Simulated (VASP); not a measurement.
# Al (P6_3/mmc) in VASP: a series of runs

Runs on Al. Level: PBEsol. Tasks: single point.

Everything below comes from runs of VASP 6.6.1. Logs are shortened: lines on timing, memory, paths and dates and some standing lists are left out, and cuts for length are marked.

## (1) The cell of the first run

Symmetry: P6_3/mmc, No. 194, hexagonal system. Conventional cell: a = 2.876 Å, b = 2.876 Å, c = 9.346 Å, α = 90.00°, β = 90.00°, γ = 120.00°. Al (site symmetry -3m) has 12 Al at 2.87 to 2.88 Å within 3.8 Å. Within 3.8 Å of Al (site symmetry -6m2) lie 12 Al at 2.87 to 2.88 Å.

## (2) Single point, PBEsol

File INCAR:

```
PREC = Accurate
ENCUT = 520
EDIFF = 1E-6
ISMEAR = 1
SIGMA = 0.05
LREAL = F
LASPH = T
NELM = 100
ALGO = Normal
ISIF = 2
LWAVE = F
LCHARG = F
GGA = PS
NBANDS = 14
```

File KPOINTS:

```
Automatic mesh
0
Gamma
  9 9 3
```

File POSCAR:

```
Al
1.0
    2.8764682187      0.0000000000      0.0000000000
   -1.4382346181      2.4910950589      0.0000000000
    0.0000000000      0.0000000000      9.3464793927
Al
4
Direct
    0.0000000000      0.0000000000      0.0000000000
    0.3333333333      0.6666666667      0.2500000000
    0.0000000000      0.0000000000      0.5000000000
    0.6666666667      0.3333333333      0.7500000000
```

Potentials or basis: VASP PAW PBE potentials, release 64 (Al).

Launch:

```
> cat potpaw_PBE.64/Al/POTCAR > POTCAR
> mpirun -np 1 vasp_std > vasp.out
```

OUTCAR:

```text
PREC = Accurate
   ENCUT = 520
   EDIFF = 1E-6
   ISMEAR = 1
   LREAL = F
   LASPH = T
   NELM = 100
   ISIF = 2
   GGA = PS

 ion  position               nearest neighbor table
   1  0.000  0.000  0.000-   4 2.87   2 2.87   4 2.87   2 2.87   4 2.87   2 2.87
   2  0.333  0.667  0.250-   1 2.87   3 2.87   1 2.87   3 2.87   1 2.87   3 2.87
   3  0.000  0.000  0.500-   4 2.87   2 2.87   4 2.87   2 2.87   4 2.87   2 2.87
   4  0.667  0.333  0.750-   1 2.87   3 2.87   1 2.87   3 2.87   1 2.87   3 2.87

  LATTYP: Found a hexagonal cell.
 ALAT       =     2.8764682187
 C/A-ratio  =     3.2492899911

  Lattice vectors:

 A1 = (   2.8764682187,   0.0000000000,   0.0000000000)
 A2 = (  -1.4382346181,   2.4910950589,   0.0000000000)
 A3 = (   0.0000000000,   0.0000000000,   9.3464793927)

Analysis of symmetry for initial positions (statically):
=====================================================================
 Subroutine PRICEL returns:
 Original cell was already a primitive cell.

 Routine SETGRP: Setting up the symmetry group for a
 hexagonal supercell.

 Subroutine GETGRP returns: Found 24 space group operations
 (whereof 12 operations were pure point group operations)
 out of a pool of 24 trial point group operations.

The static configuration has the point symmetry D_3d.
 The point group associated with its full space group is D_6h.

Analysis of symmetry for dynamics (positions and initial velocities):
=====================================================================
 Subroutine PRICEL returns:
 Original cell was already a primitive cell.

 Routine SETGRP: Setting up the symmetry group for a
 hexagonal supercell.

 Subroutine GETGRP returns: Found 24 space group operations
 (whereof 12 operations were pure point group operations)
 out of a pool of 24 trial point group operations.

The dynamic configuration has the point symmetry D_3d.
 The point group associated with its full space group is D_6h.

 Subroutine INISYM returns: Found 24 space group operations
 (whereof 12 operations are pure point group operations),
 and found     1 'primitive' translations

----------------------------------------------------------------------------------------

                                     Primitive cell

  volume of cell :      66.9727

  direct lattice vectors                    reciprocal lattice vectors
     2.876468219  0.000000000  0.000000000     0.347648548  0.200715013  0.000000000
    -1.438234618  2.491095059  0.000000000     0.000000000  0.401429884  0.000000000
[... 103 lines left out ...]
   ISMEAR =     1;   SIGMA  =   0.05  broadening in eV -4-tet -1-fermi 0-gaus
   EFERMI_NEDOS =   21; number of points for ismear=-14 and -15
   IALGO  =     38    algorithm
   IMIX   =      4    mixing-type and parameters
     AMIX     =   0.40;   BMIX     =  1.00
     AMIX_MAG =   1.60;   BMIX_MAG =  1.00
  volume/ion in A,a.u.               =      16.74       112.99
  Fermi-wavevector in a.u.,A,eV,Ry     =   0.922931  1.744087 11.589467  0.851802
  Thomas-Fermi vector in A             =   2.048512
   LORBIT       =      0    0 simple, 1 ext, 2 COOP (PROOUT), +10 PAW based schemes
   GGA     = PS    functional components
   LHFCALC =     F    Hartree Fock is set to
   AEXX    =    0.0000 exact exchange contribution
   IVDW    =     0    specifies the selected vdW correction
   LEPSILON=     F    determine dielectric tensor
   LRPA    =     F    only Hartree local field effects (RPA)
 non-spin polarized calculation
 Methfessel and Paxton  Order N= 1 SIGMA  =   0.05
  energy-cutoff  :      520.00
  volume of cell :       66.97
 maximum number of plane-waves:      1829
 NGX is ok and might be reduce to    24
   NGX = 11   NGY = 11   NGZ = 35

 number of electron      12.0000000 magnetization

 Free energy of the ion-electron system (eV)
  ---------------------------------------------------
  ext. energy  EPLUGINS =         0.00000000
  ---------------------------------------------------
  free energy    TOTEN  =       -16.27782876 eV

  energy without entropy =      -16.27635359  energy(sigma->0) =      -16.27733704

 E-fermi :   7.6533     XC(G=0): -10.2044

 val. band max:        7.6380338735   @ k =   0.3333   0.1111   0.0000
 cond. band min:       7.6535295791   @ k =   0.3333   0.2222   0.3333
 fundamental gap:      0.0154957056
 Fermi energy:         7.6533161365

 k-point     1 :       0.0000    0.0000    0.0000
  band No.  band energies     occupation
      1      -3.2321      2.00000
      2      -1.5484      2.00000
      3      -1.5467      2.00000
      4       3.2865      2.00000
      5       3.5070      2.00000
      6      11.2926      0.00000
      7      11.3047      0.00000
      8      18.2450      0.00000
      9      18.2450      0.00000
     10      18.4648      0.00000
     11      18.4648      0.00000
     12      19.4810      0.00000
     13      19.4824      0.00000
     14      19.7049      0.00000
[... 377 lines left out ...]
      1       4.5502      2.00000
      2       4.7208      2.00000
      3       4.7208      2.00000
      4       5.0245      2.00000
      5       5.2286      2.00000
      6       5.2286      2.00000
      7       7.3039      2.00000
      8       7.3039      2.00000
      9       7.5027      2.00018
     10       8.9589      0.00000
     11       9.2972      0.00000
     12       9.2972      0.00000
     13      13.1958      0.00000
     14      13.1958      0.00000

------------------------ aborting loop because EDIFF is reached ----------------------------------------

  FORCE on cell =-STRESS in cart. coord.  units (eV):
  Direction    XX          YY          ZZ          XY          YZ          ZX
  --------------------------------------------------------------------------------------
  -------------------------------------------------------------------------------------
  Total       -1.5382159     -1.5382165      0.1287004      0.0000003      0.0000000     -0.0000000
  in kB      -36.7984848    -36.7984998      3.0788780      0.0000075      0.0000000     -0.0000000
  external PRESSURE =     -23.5060355 kB  Pullay stress =       0.0000000 kB

 VOLUME and BASIS-vectors are now :
 -----------------------------------------------------------------------------
  energy-cutoff  :      520.00
  volume of cell :       66.97
      direct lattice vectors                 reciprocal lattice vectors
     2.876468219  0.000000000  0.000000000     0.347648548  0.200715013  0.000000000
    -1.438234618  2.491095059  0.000000000     0.000000000  0.401429884  0.000000000
     0.000000000  0.000000000  9.346479393     0.000000000  0.000000000  0.106992158

 POSITION                                       TOTAL-FORCE (eV/Angst)
 -----------------------------------------------------------------------------------
      0.00000      0.00000      0.00000         0.000000      0.000000     -0.000000
     -0.00000      1.66073      2.33662        -0.000000      0.000000      0.000000
      0.00000      0.00000      4.67324         0.000000      0.000000     -0.000000
      1.43823      0.83037      7.00986        -0.000000     -0.000000     -0.000000
 -----------------------------------------------------------------------------------
    total drift:                               -0.000000      0.000000      0.000000

  FREE ENERGIE OF THE ION-ELECTRON SYSTEM (eV)
  ---------------------------------------------------
  free  energy   TOTEN  =       -16.2778287619 eV

  energy  without entropy=      -16.2763535937  energy(sigma->0) =      -16.27733704
```

OSZICAR:

```text
N       E                     dE             d eps       ncg     rms          rms(c)
DAV:   1     0.515365679399E+01    0.51537E+01   -0.40961E+03   672   0.656E+02
DAV:   2    -0.156812244493E+02   -0.20835E+02   -0.18988E+02   938   0.905E+01
DAV:   3    -0.163888905174E+02   -0.70767E+00   -0.69672E+00   930   0.133E+01
DAV:   4    -0.163938158713E+02   -0.49254E-02   -0.49246E-02   828   0.140E+00
DAV:   5    -0.163938726094E+02   -0.56738E-04   -0.56737E-04   926   0.153E-01    0.272E+00
DAV:   6    -0.163242999249E+02    0.69573E-01   -0.88382E-03   836   0.468E-01    0.155E+00
DAV:   7    -0.162784875321E+02    0.45812E-01   -0.20108E-02   816   0.681E-01    0.236E-01
DAV:   8    -0.162778392584E+02    0.64827E-03   -0.44001E-04   948   0.104E-01    0.175E-02
DAV:   9    -0.162778292543E+02    0.10004E-04   -0.22821E-05   852   0.230E-02    0.714E-03
DAV:  10    -0.162778287619E+02    0.49242E-06   -0.60448E-07   646   0.481E-03
   1 F= -.16277829E+02 E0= -.16277337E+02  d E =-.147517E-02
```

stdout:

```text
POSCAR found type information on POSCAR Al
 POSCAR found :  1 types and       4 ions
 scaLAPACK will be used
 -----------------------------------------------------------------------------
|                                                                             |
|                                                                             |
|     You enforced a specific xc type in the INCAR file but a different       |
|     I HOPE YOU KNOW WHAT YOU ARE DOING!                                     |
|                                                                             |
 -----------------------------------------------------------------------------

 LDA part: xc-table for (Slater+PW92), standard interpolation
 POSCAR, INCAR and KPOINTS ok, starting setup
 FFT: planning ... GRIDC
 FFT: planning ... GRID_SOFT
 FFT: planning ... GRID
 WAVECAR not read
 entering main loop
```

Wall time 7.2 s (1 thread of Intel Xeon 6975P-C (Granite Rapids), shared host); peak memory 0.18 GiB.

Results:

```
Free energy            : -16.2778 eV
Pressure               : -2.4 GPa
Band gap on the k mesh : zero (band 6 reaches 11.74 eV, above the bottom of band 7 at 6.45 eV)
```

Caveat: the PAW data sets were made with another functional, which shifts forces and pressure a little.

## (3) Single point, PBEsol

This run uses another cell than the first one, of 17.17 Å³/atom, 1.025 times its volume.

File INCAR:

```
  PREC = Accurate
  ENCUT = 520
  EDIFF = 1E-7
  ISMEAR = 1
  SIGMA = 0.05
  LREAL = F
  LASPH = T
  NELM = 100
  ALGO = Normal
  ISIF = 2
  LWAVE = F
  LCHARG = T
  GGA = PS
  LELF = T
  LVHAR = T
  NBANDS = 14
```

File KPOINTS:

```
regular mesh
0
Gamma
  9 9 3
```

File POSCAR:

```
Al
1.0
    2.9005402016      0.0000000000      0.0000000000
   -1.4502706138      2.5119420118      0.0000000000
    0.0000000000      0.0000000000      9.4246962458
Al
4
Direct
    0.0000000000      0.0000000000      0.0000000000
    0.3333333333      0.6666666667      0.2500000000
    0.0000000000      0.0000000000      0.5000000000
    0.6666666667      0.3333333333      0.7500000000
```

Potentials or basis: VASP PAW PBE potentials, release 64 (Al).

Launch:

```
> cat potpaw_PBE.64/Al/POTCAR > POTCAR
> mpirun -np 1 vasp_std > vasp.out
```

OUTCAR:

```text
PREC = Accurate
   ENCUT = 520
   EDIFF = 1E-7
   ISMEAR = 1
   LREAL = F
   LASPH = T
   NELM = 100
   ISIF = 2
   GGA = PS

 ion  position               nearest neighbor table
   1  0.000  0.000  0.000-   4 2.89   2 2.89   4 2.89   2 2.89   4 2.89   2 2.89
   2  0.333  0.667  0.250-   1 2.89   3 2.89   1 2.89   3 2.89   1 2.89   3 2.89
   3  0.000  0.000  0.500-   4 2.89   2 2.89   4 2.89   2 2.89   4 2.89   2 2.89
   4  0.667  0.333  0.750-   1 2.89   3 2.89   1 2.89   3 2.89   1 2.89   3 2.89

  LATTYP: Found a hexagonal cell.
 ALAT       =     2.9005402016
 C/A-ratio  =     3.2492899911

  Lattice vectors:

 A1 = (   2.9005402016,   0.0000000000,   0.0000000000)
 A2 = (  -1.4502706138,   2.5119420118,   0.0000000000)
 A3 = (   0.0000000000,   0.0000000000,   9.4246962458)

Analysis of symmetry for initial positions (statically):
=====================================================================
 Subroutine PRICEL returns:
 Original cell was already a primitive cell.

 Routine SETGRP: Setting up the symmetry group for a
 hexagonal supercell.

[... 189 lines left out ...]
      9      17.7931      0.00000
     10      18.0396      0.00000
     11      18.0396      0.00000
     12      19.0931      0.00000
     13      19.0950      0.00000
     14      19.3183      0.00000
[... 377 lines left out ...]
      1       4.3359      2.00000
      2       4.5206      2.00000
      3       4.5206      2.00000
      4       4.8120      2.00000
      5       5.0251      2.00000
      6       5.0251      2.00000
      7       7.0684      2.00000
      8       7.0684      2.00000
      9       7.2069      2.00000
     10       8.6590      0.00000
     11       9.0062      0.00000
     12       9.0062      0.00000
     13      12.8533      0.00000
     14      12.8534      0.00000

------------------------ aborting loop because EDIFF is reached ----------------------------------------

  FORCE on cell =-STRESS in cart. coord.  units (eV):
  Direction    XX          YY          ZZ          XY          YZ          ZX
  --------------------------------------------------------------------------------------
  -------------------------------------------------------------------------------------
  Total       -2.3359979     -2.3359988     -0.4464476      0.0000005      0.0000000     -0.0000000
  in kB      -54.5038476    -54.5038698    -10.4165818      0.0000111      0.0000000     -0.0000000
  external PRESSURE =     -39.8080997 kB  Pullay stress =       0.0000000 kB

 VOLUME and BASIS-vectors are now :
 -----------------------------------------------------------------------------
  energy-cutoff  :      520.00
  volume of cell :       68.67
      direct lattice vectors                 reciprocal lattice vectors
     2.900540202  0.000000000  0.000000000     0.344763365  0.199049251  0.000000000
    -1.450270614  2.511942012  0.000000000     0.000000000  0.398098362  0.000000000
     0.000000000  0.000000000  9.424696246     0.000000000  0.000000000  0.106104215

 POSITION                                       TOTAL-FORCE (eV/Angst)
 -----------------------------------------------------------------------------------
      0.00000      0.00000      0.00000        -0.000000     -0.000000     -0.000000
     -0.00000      1.67463      2.35617        -0.000000     -0.000000      0.000000
      0.00000      0.00000      4.71235        -0.000000     -0.000000     -0.000000
      1.45027      0.83731      7.06852         0.000000      0.000000      0.000000
 -----------------------------------------------------------------------------------
    total drift:                               -0.000000      0.000000      0.000000

  FREE ENERGIE OF THE ION-ELECTRON SYSTEM (eV)
  ---------------------------------------------------
  free  energy   TOTEN  =       -16.2442897337 eV

  energy  without entropy=      -16.2435486829  energy(sigma->0) =      -16.24404272
```

OSZICAR:

```text
N       E                     dE             d eps       ncg     rms          rms(c)
DAV:   1     0.353021179895E+01    0.35302E+01   -0.39733E+03   672   0.645E+02
DAV:   2    -0.157281363325E+02   -0.19258E+02   -0.17826E+02   906   0.850E+01
DAV:   3    -0.163539558052E+02   -0.62582E+00   -0.61947E+00   908   0.126E+01
DAV:   4    -0.163585090821E+02   -0.45533E-02   -0.45417E-02   828   0.134E+00
DAV:   5    -0.163585612524E+02   -0.52170E-04   -0.52169E-04   920   0.148E-01    0.263E+00
DAV:   6    -0.162901042403E+02    0.68457E-01   -0.92812E-03   788   0.478E-01    0.150E+00
DAV:   7    -0.162449220328E+02    0.45182E-01   -0.21242E-02   810   0.698E-01    0.231E-01
DAV:   8    -0.162442956081E+02    0.62642E-03   -0.41793E-04   954   0.101E-01    0.119E-02
DAV:   9    -0.162442922004E+02    0.34077E-05   -0.34922E-06   858   0.112E-02    0.393E-03
DAV:  10    -0.162442903865E+02    0.18139E-05   -0.70216E-08   756   0.181E-03    0.114E-03
DAV:  11    -0.162442897641E+02    0.62241E-06   -0.11860E-08   558   0.725E-04    0.241E-04
DAV:  12    -0.162442897337E+02    0.30417E-07   -0.24943E-09   552   0.355E-04
   1 F= -.16244290E+02 E0= -.16244043E+02  d E =-.741051E-03
```

stdout:

```text
POSCAR found type information on POSCAR Al
 POSCAR found :  1 types and       4 ions
 scaLAPACK will be used
 -----------------------------------------------------------------------------
|                                                                             |
|                                                                             |
|     You enforced a specific xc type in the INCAR file but a different       |
|     I HOPE YOU KNOW WHAT YOU ARE DOING!                                     |
|                                                                             |
 -----------------------------------------------------------------------------

 LDA part: xc-table for (Slater+PW92), standard interpolation
 POSCAR, INCAR and KPOINTS ok, starting setup
 FFT: planning ... GRIDC
 FFT: planning ... GRID_SOFT
 FFT: planning ... GRID
 WAVECAR not read
 entering main loop
```

Run time: 8.8 s. Hardware: 1 thread of Intel Xeon 6975P-C (Granite Rapids), shared host; peak memory 0.18 GiB.

Results:

- Free energy: -16.2443 eV
- Pressure: -4.0 GPa
- Band gap on the k mesh: zero (band 6 reaches 11.45 eV, above the bottom of band 7 at 6.21 eV)

Caveat: the PAW data sets were made with another functional, which shifts forces and pressure a little.
